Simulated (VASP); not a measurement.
Write the native input for VASP 6.6.1 that does the following.

- Task: single point
- Functional: LDA
- Potentials or basis: VASP PAW LDA potentials, release 64 (Ir, Os)
- Cutoff: 520 eV
- k mesh: 17 × 17 × 1
- Occupations: fermi-dirac, width 0.08 eV
- Spin: no spin polarisation
- Dipole correction: yes
- Further INCAR settings: ALGO = Normal; EDIFF = 1e-07; NBANDS = 20

The structure of IrOs2 lies in POSCAR:

```
IrOs2
1.0
    2.6891484158      0.0000000000      0.0000000000
   -1.3445742079      2.3288708427      0.0000000000
    0.0000000000      0.0000000000     20.3914000000
Ir Os
1 2
Direct
    0.1666666667      0.3333333333      0.3960381901
    0.5000000000      1.0000000000      0.4999999936
    0.8333333333      0.6666666667      0.6039618160
```

These files were run (other wordings do the same):

INCAR

```
SYSTEM = IrOs2
ALGO = Normal ; DIPOL = 0.5 0.5 0.500
EDIFF = 1E-7 ; ENCUT = 520
GGA = CA ; IDIPOL = 3
ISIF = 2 ; ISMEAR = -1
LASPH = .TRUE. ; LCHARG = .FALSE.
LDIPOL = .TRUE. ; LREAL = .FALSE.
LWAVE = .FALSE. ; NBANDS = 20
NELM = 80 ; PREC = Accurate
SIGMA = 0.08
```

KPOINTS

```
k-points
0
G
  17 17 1
  0 0 0
```

Potentials or basis: VASP PAW LDA potentials, release 64 (Ir, Os).

Launch:

```console
$ cat potpaw_LDA.64/Ir/POTCAR potpaw_LDA.64/Os/POTCAR > POTCAR
$ mpirun -np 1 vasp_std > vasp.out
```

It gave:

```json
{
 "Largest force": "0.949 eV/Å",
 "Band gap on the k mesh": "zero (an odd number of electrons rules out a gap without spin polarisation)"
}
```

Caveat: spin-orbit coupling is left out, which moves the levels of the heavy elements.

Run time: 5.4 min on 1 thread of Intel Xeon 8259CL, with other jobs on the host, peak memory 0.26 GiB.
